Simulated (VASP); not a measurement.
Here is a VASP 6.6.1 calculation.

The input INCAR:

```
SYSTEM = SiO2
PREC     = Accurate       ! precision mode
ENCUT    = 520            ! plane-wave cutoff, eV
EDIFF    = 1E-6           ! SCF threshold, eV
ISMEAR   = 0              ! smearing method
SIGMA    = 0.02           ! smearing width, eV
LREAL    = .False.        ! projectors in reciprocal space
LASPH    = .True.         ! aspherical terms in the spheres
NELM     = 80             ! most SCF steps
ALGO     = Normal         ! electronic algorithm
ISIF     = 2              ! what is computed and relaxed
LWAVE    = .False.        ! write WAVECAR
LCHARG   = .False.        ! write CHGCAR
NBANDS   = 34             ! bands
```

File KPOINTS:

```
regular mesh
0
Gamma
  6 6 4
  0 0 0
```

The input POSCAR:

```
SiO2
1.0
    5.0386983975      0.0000000000      0.0000000000
   -2.5193491987      4.3636408142      0.0000000000
    0.0000000000      0.0000000000      5.4696064272
Si O
3 6
Direct
    0.0000000000      0.5000000000      0.3333333333
    0.5000000000      0.5000000000      0.6666666667
    0.5000000000      0.0000000000      0.0000000000
    0.5858995684      0.7929497842      0.8333333333
    0.7929497842      0.5858995684      0.5000000000
    0.7929497842      0.2070502158      0.1666666667
    0.4141004316      0.2070502158      0.8333333333
    0.2070502158      0.4141004316      0.5000000000
    0.2070502158      0.7929497842      0.1666666667
```

Potentials or basis: VASP PAW LDA potentials, release 64 (Si, O).

Command:

```sh
$ cat potpaw_LDA.64/Si/POTCAR potpaw_LDA.64/O/POTCAR > POTCAR
$ mpirun -np 1 vasp_std > vasp.out
```

Task: Predict the pressure.

Result: 2.1 GPa.

Task: Predict the band gap on the k mesh.

Result: 5.53 eV (least direct gap 5.74 eV).

Task: Predict the largest force.

Result: 0.007 eV/Å.

Stress tensor (GPa, compression positive):
```
1.83 0.00 0.00
0.00 1.83 0.00
0.00 0.00 2.67
```

Caveat: the cell differs from its parent crystal (strain along c alone, the other axes held: -1.0 %, then relaxed in part). A k mesh can miss the band edges.
